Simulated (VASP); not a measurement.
## ZnCu: single point with PBE

The system is ZnCu.

```
Zn Cu
1.0
     2.73324    0.00000    0.00000
     0.00000    2.73324    0.00000
     0.00000    0.00000    3.53710
Zn Cu
1 1
Direct
  0.50000 0.50000 0.50000
  0.00000 0.00000 0.00000
```

This cell differs from its parent crystal: uniaxial strain along c: +3.0 %.

```json
{
 "Program": "VASP 6.6.1",
 "Task": "single point",
 "Functional": "PBE",
 "Potentials or basis": "VASP PAW PBE potentials, release 64 (Zn, Cu_sv_GW)",
 "Cutoff": "700 eV",
 "k mesh": "16 × 16 × 12",
 "Occupations": "gaussian, width 0.1 eV",
 "Spin": "no spin polarisation",
 "Dipole correction": "no",
 "Further INCAR settings": "ALGO = Normal; EDIFF = 1e-06; NBANDS = 22"
}
```

```json
{
 "Pressure": "-4.1 GPa",
 "Band gap on the k mesh": "zero (an odd number of electrons rules out a gap without spin polarisation)"
}
```

Stress tensor (GPa, compression positive):
```
-4.02  0.00  0.00
 0.00 -4.02  0.00
 0.00  0.00 -4.13
```

Levels at points of the mesh, in eV from the Fermi level:
```
           k point  band 12  band 13  band 14  band 15  band 16  band 17  band 18  band 19  band 20  band 21
(0.00, 0.00, 0.00)    -3.52    -2.60    -2.60    -2.38     1.26     5.95     9.33     9.33    13.63    15.26
(0.50, 0.00, 0.00)    -3.66    -3.52    -2.88    -2.64    -1.34     8.02     8.13     9.09     9.95    15.27
(0.50, 0.50, 0.00)    -2.96    -2.83    -2.05    -0.52    -0.52     3.36     3.89    10.54    11.61    11.61
(0.00, 0.00, 0.50)    -3.75    -2.83    -2.83    -2.82    -2.40    12.88    12.88    13.89    13.89    14.80
(0.50, 0.00, 0.50)    -2.73    -2.60    -2.50    -2.38    -1.91     1.04     1.57    16.36    17.78    18.05
(0.50, 0.50, 0.50)    -3.96    -2.59    -2.05     3.91     3.91     4.20     4.20     4.21     5.18     5.92
```

It took 2.4 min on 1 thread of Intel(R) Xeon(R) Platinum 8259CL CPU @ 2.50GHz (Skylake/Cascade Lake), on a shared host, peak memory 0.45 GiB.

Caveat: the cell differs from its parent crystal (uniaxial strain along c: +3.0 %); the cell stands under tension.
